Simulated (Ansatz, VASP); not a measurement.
Rb: VASP beside Ansatz

```
CELL_PARAMETERS angstrom
4.97066 0.00000 0.00000
-2.48533 4.30472 0.00000
0.00000 0.00000 8.09685
ATOMIC_POSITIONS crystal
Rb 0.33333 0.66667 0.25000
Rb 0.66667 0.33333 0.75000
```

Alike in both runs: functional PBEsol; k mesh 12 × 12 × 6; occupations gaussian, width 0.1 eV; no spin polarisation.

Ansatz relaxed the structure, and its values are those at the end. VASP's run is a single point on that final structure, the one shown.

|  | VASP | Ansatz |
| --- | --- | --- |
| version | VASP 6.6.1 | Ansatz 0.2.0 |
| potentials or method | VASP PAW PBE potentials, release 64 (Rb_sv), cutoff 520 eV | scalar-relativistic, plane waves, PAW |
| valence electrons in the cell | 18 | 18 |

|  | VASP | Ansatz | Ansatz less VASP |
| --- | --- | --- | --- |
| gap on the k mesh at the Fermi level (eV) | none | none | - |
| pressure (GPa) | 0.0 | 0.0 | 0.00 |

VASP's potentials were made for PBE, not for PBEsol. A gap of «none» marks a metal or a gap that the smearing closes. With one functional, cell and mesh, what is left measures potentials, basis and numerics.
